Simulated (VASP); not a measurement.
A run of VASP 6.6.1 is set up as follows.

INCAR

```
SYSTEM = TiNi
  PREC = Accurate
  ENCUT = 550
  EDIFF = 1E-6
  ISMEAR = -1
  SIGMA = 0.05
  LREAL = .FALSE.
  LASPH = .TRUE.
  NELM = 300
  ALGO = All
  ISIF = 2
  LWAVE = .FALSE.
  LCHARG = .FALSE.
  ISPIN = 2
  MAGMOM = 1 1 1 1
  LORBIT = 11
  LMAXMIX = 4
  GGA = PS
  NBANDS = 34
  GGA_COMPAT = .FALSE.
  ISEARCH = 1
  KPAR = 4
```

KPOINTS

```
regular mesh
0
G
  7 7 7
  0 0 0
```

File POSCAR:

```
TiNi
1.0
    3.7702917491      0.0000000000      0.0000000000
    0.0000000000      3.7702917491      0.0000000000
    0.0000000000      0.0000000000      3.5871054621
Ni Ti
2 2
Direct
    0.0000000000      0.0000000000      0.0000000000
    0.5000000000      0.5000000000      0.0000000000
    0.5000000000      0.0000000000      0.5191990000
    0.0000000000      0.5000000000      0.4808010000
```

Potentials or basis: VASP PAW PBE potentials, release 64 (Ni, Ti_sv).

Run with:

```sh
$ cat potpaw_PBE.64/Ni/POTCAR potpaw_PBE.64/Ti_sv/POTCAR > POTCAR
$ mpirun -np 4 vasp_std > vasp.out
```

**Question.** What does it give for the net moment?

**Answer.** 0.00 μB per cell.

**Question.** Estimate the largest force.

**Answer.** 0.137 eV/Å.

Forces in eV/Å, atoms in the order of the input:
```
Ni   0.000  0.000  0.000
Ni   0.000  0.000  0.000
Ti   0.000  0.000 -0.137
Ti   0.000  0.000  0.137
```

Caveat: the moments typed at the start vanished in this run; the PAW data sets were made with another functional, which shifts forces and pressure a little.
